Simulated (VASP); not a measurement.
Input of a VASP 6.6.1 run:

The input INCAR:

```
SYSTEM = TiAl
PREC     = Accurate       ! precision mode
ENCUT    = 520            ! plane-wave cutoff, eV
EDIFF    = 1E-6           ! SCF threshold, eV
ISMEAR   = -1             ! smearing method
SIGMA    = 0.05           ! smearing width, eV
LREAL    = .FALSE.        ! projectors in reciprocal space
LASPH    = .TRUE.         ! aspherical terms in the spheres
NELM     = 100            ! most SCF steps
ALGO     = Normal         ! electronic algorithm
ISIF     = 2              ! what is computed and relaxed
LWAVE    = .FALSE.        ! write WAVECAR
LCHARG   = .FALSE.        ! write CHGCAR
NBANDS   = 14             ! bands
```

KPOINTS

```
Automatic mesh
0
G
  8 8 8
  0 0 0
```

The input POSCAR:

```
TiAl
1.0
    3.2414144177      0.0000000000      0.0000000000
    0.0000000000      3.2414144177      0.0000000000
    0.0000000000      0.0000000000      3.2414144177
Ti Al
1 1
Direct
    0.0000000000      0.0000000000      0.0000000000
    0.5000000000      0.5000000000      0.5000000000
```

Potentials or basis: VASP PAW LDA potentials, release 64 (Ti_sv, Al).

Command:

```bash
$ cat potpaw_LDA.64/Ti_sv/POTCAR potpaw_LDA.64/Al/POTCAR > POTCAR
$ mpirun -np 1 vasp_std > vasp.out
```

Q: What does it give for the pressure?

A: -11.0 GPa.
